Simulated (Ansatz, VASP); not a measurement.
## Two plane-wave programs on Re

```
Re
1.0
     0.00000    2.00206    1.92198
     2.00206    0.00000    1.92198
     2.00206    2.00206    0.00000
Re
1
Direct
  0.00000 0.00000 0.00000
```

Alike in both runs: task single point; functional r2SCAN; k mesh 22 × 22 × 22; occupations gaussian, width 0.15 eV; no spin polarisation.

```csv
,VASP,Ansatz
version,VASP 6.6.1,Ansatz 0.2.0
potentials or method,"VASP PAW PBE potentials, release 64 (Re), cutoff 520 eV","scalar-relativistic, plane waves, PAW"
valence electrons in the cell,7,15
```

```csv
,VASP,Ansatz,Ansatz less VASP
gap on the k mesh at the Fermi level (eV),none,none,-
pressure (GPa),-15.5,-15.2,+0.28
"traceless stress, the component that is largest in VASP (GPa)",6.75,6.79,+0.042
```

VASP's potentials were made for PBE, not for r2SCAN. A gap of «none» marks a metal or a gap that the smearing closes. VASP's potentials hold 7 valence electrons a cell and Ansatz's 15, so a difference there can come from the potentials and not from the codes.

Spin-orbit coupling is off throughout.
